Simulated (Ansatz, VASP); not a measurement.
# One calculation of SrGa3, two programs

```
Sr Ga
1.0
     4.52848    0.06793    0.00000
     0.06793    4.52848    0.00000
     0.00000    0.00000    4.52848
Sr Ga
1 3
Cartesian
  0.0000 0.0000 0.0000
  0.0340 2.2642 2.2642
  2.2982 2.2982 0.0000
  2.2642 0.0340 2.2642
```

Change from the starting cell: strain e6 = +0.03, atoms carried along.

Alike in both runs: task single point; functional PBE; k mesh 8 × 8 × 8; occupations gaussian, width 0.05 eV; no spin polarisation.

|  | VASP | Ansatz |
| --- | --- | --- |
| version | VASP 6.6.1 | Ansatz 0.2.0 |
| potentials or method | VASP PAW PBE potentials, release 64 (Sr_sv, Ga_d), cutoff 520 eV | scalar-relativistic, plane waves, PAW |
| valence electrons in the cell | 49 | 49 |

```tsv
	VASP	Ansatz	Ansatz less VASP
gap on the k mesh at the Fermi level (eV)	none	none	-
pressure (GPa)	0.1	0.0	-0.11
traceless stress, the component that is largest in VASP (GPa)	-0.96	-0.96	+0.003
```

A gap of «none» marks a metal or a gap that the smearing closes.
